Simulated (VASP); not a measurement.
BeS: single point with PBE

Crystal: BeS.

```xyz
2
Lattice="0.0000 2.4352 2.4352 2.4352 0.0000 2.4352 2.4352 2.4352 0.0000" Properties=species:S:1:pos:R:3 pbc="T T T"
Be    0.0000    0.0000    0.0000
S     3.6527    3.6527    3.6527
```

```
Program             : VASP 6.6.1
Task                : single point
Functional          : PBE
Potentials or basis : VASP PAW PBE potentials, release 64 (Be, S)
Cutoff              : 600 eV
k mesh              : 6 × 6 × 6
Occupations         : gaussian, width 0.1 eV
Spin                : no spin polarisation
```

```yaml
Pressure: 0.4 GPa
Band_gap_on_the_k_mesh: 3.14 eV, indirect (least direct gap 5.67 eV)
```

Levels at points of the mesh, in eV from the valence-band top:
| k point | band 1 | band 2 | band 3 | band 4 | band 5 | band 6 | band 7 | band 8 | band 9 |
| --- | --- | --- | --- | --- | --- | --- | --- | --- | --- |
| (0.00, 0.00, 0.00) | -13.61 | 0.00 | 0.00 | 0.00 | 5.67 | 5.67 | 5.67 | 5.78 | 12.79 |
| (0.50, 0.00, 0.00) | -12.03 | -5.71 | -1.02 | -1.02 | 5.43 | 6.56 | 6.56 | 11.15 | 14.88 |
| (0.50, 0.50, 0.00) | -11.50 | -4.96 | -2.60 | -2.60 | 3.14 | 4.93 | 12.68 | 12.68 | 15.39 |

Run time: 6.2 s on 1 thread of Intel(R) Xeon(R) Platinum 8488C (Sapphire Rapids) (shared host), peak memory 0.14 GiB.

A k mesh can miss the band edges.
